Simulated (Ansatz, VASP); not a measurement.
# NaF in VASP and in Ansatz

File INCAR:

```
  PREC = Accurate
  ENCUT = 600
  EDIFF = 1E-6
  ISMEAR = 0
  SIGMA = 0.01
  LREAL = False
  LASPH = True
  NELM = 120
  ALGO = Normal
  ISIF = 2
  LWAVE = False
  LCHARG = True
  GGA = PS
  LELF = True
  LVHAR = True
  NBANDS = 14
  GGA_COMPAT = False
```

Contents of KPOINTS:

```
regular mesh
0
Gamma
  8 8 8
```

POSCAR

```
NaF
1.0
    0.0000000000      2.3802865178      2.3802865178
    2.3802865178      0.0000000000      2.3802865178
    2.3802865178      2.3802865178      0.0000000000
Na F
1 1
Direct
    0.0000000000      0.0000000000      0.0000000000
    0.5000000000      0.5000000000      0.5000000000
```

Input for Ansatz:

```yaml
crystal:
  lattice:
    - [0.0, 2.380286517773962, 2.380286517773962]
    - [2.380286517773962, 0.0, 2.380286517773962]
    - [2.380286517773962, 2.380286517773962, 0.0]
  atoms:
    - { symbol: Na, position: [0.0, 0.0, 0.0] }
    - { symbol: F, position: [0.5, 0.5, 0.5] }
basis:
  ecutwfc: 470.0
kpoints:
  mp_grid:
    grid: [8, 8, 8]
hamiltonian:
  xc: pbesol
  pseudopotentials:
    kind: paw
scf:
  max_iter: 70
  occupations:
    method: fixed
output:
  stress: true
```

Alike in both runs: task single point; functional PBEsol; k mesh 8 × 8 × 8; no spin polarisation.

|  | VASP | Ansatz |
| --- | --- | --- |
| version | VASP 6.6.1 | Ansatz 0.2.0 |
| potentials or method | VASP PAW PBE potentials, release 64 (Na_pv, F), cutoff 600 eV | plane waves, PAW |
| occupations | gaussian, width 0.01 eV | fixed |
| valence electrons in the cell | 14 | 16 |

```csv
,VASP,Ansatz,Ansatz less VASP
pressure (GPa),-3.6,-3.4,+0.20
```

VASP's potentials were made for PBE, not for PBEsol. VASP's potentials hold 14 valence electrons a cell and Ansatz's 16, so a difference there can come from the potentials and not from the codes.
